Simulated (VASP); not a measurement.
SrO:

```
Sr O
1.0
     0.00000    2.56630    2.56630
     2.56630    0.00000    2.56630
     2.56630    2.56630    0.00000
Sr O
1 1
Cartesian
  2.5663 2.5663 2.5663
  0.0000 0.0000 0.0000
```

```yaml
Program: VASP 6.6.1
Task: relaxation of cell and atoms
Functional: RPBE
Dispersion: D3(BJ)
Potentials_or_basis: VASP PAW PBE potentials, release 64 (Sr_sv, O)
Cutoff: 600 eV
k_mesh: 9 × 9 × 9
Occupations: fermi-dirac, width 0.05 eV
Spin: no spin polarisation
```

At the start: pressure -13.9 GPa; volume 16.90 Å³/atom.

**Question.** Where does the relaxation end?

**Answer.** Over 6 steps the energy falls by 102.1 meV/atom and the volume is 14.82 Å³/atom (-12.3 %); space group Fm-3m (No. 225, to 0.05 Å).

Step by step:
| step | energy change (eV) | largest force (eV/Å) | pressure (GPa) | volume (Å³) |
| --- | --- | --- | --- | --- |
| 1 | 0.0000 | 0.0000 | -13.87 | 33.80 |
| 2 | -0.0935 | 0.0000 | 15.39 | 27.14 |
| 3 | -0.2042 | 0.0000 | -0.16 | 29.67 |
| 4 | -0.2042 | 0.0000 | 0.21 | 29.59 |
| 5 | -0.2042 | 0.0000 | -0.17 | 29.67 |
| 6 | -0.2042 | 0.0000 | 0.00 | 29.64 |

Final structure:
```
CELL_PARAMETERS angstrom
0.00000 2.45626 2.45626
2.45626 0.00000 2.45626
2.45626 2.45626 0.00000
ATOMIC_POSITIONS crystal
Sr 0.50000 0.50000 0.50000
O 0.00000 0.00000 0.00000
```

Caveat: the PAW data sets were made with another functional, which shifts forces and pressure a little; the volume moved by -12 % from the deposited cell, more than functionals usually miss.
